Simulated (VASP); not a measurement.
A run of VASP 6.6.1 is set up as follows.

Contents of INCAR:

```
SYSTEM = Mo
PREC = Accurate ; ENCUT = 520
EDIFF = 1E-6 ; ISMEAR = 0
SIGMA = 0.1 ; LREAL = .False.
LASPH = .True. ; NELM = 100
ALGO = Normal ; ISIF = 2
LWAVE = .False. ; LCHARG = .True.
GGA = PE ; LELF = .True.
LVHAR = .True. ; NBANDS = 13
```

KPOINTS

```
regular mesh
0
Gamma
  8 8 8
  0 0 0
```

The input POSCAR:

```
Mo
1.0
   -1.5838089700      1.5838089700      1.5838089700
    1.5838089700     -1.5838089700      1.5838089700
    1.5838089700      1.5838089700     -1.5838089700
Mo
1
Direct
    0.0000000000      0.0000000000      0.0000000000
```

Potentials or basis: VASP PAW PBE potentials, release 64 (Mo_sv).

Launch:

```console
$ cat potpaw_PBE.64/Mo_sv/POTCAR > POTCAR
$ mpirun -np 1 vasp_std > vasp.out
```

(1) Estimate the band gap on the k mesh.

(2) Estimate the pressure.

## Answers

(1) zero (band 7 reaches 16.21 eV, above the bottom of band 8 at 10.99 eV).

(2) -0.6 GPa.
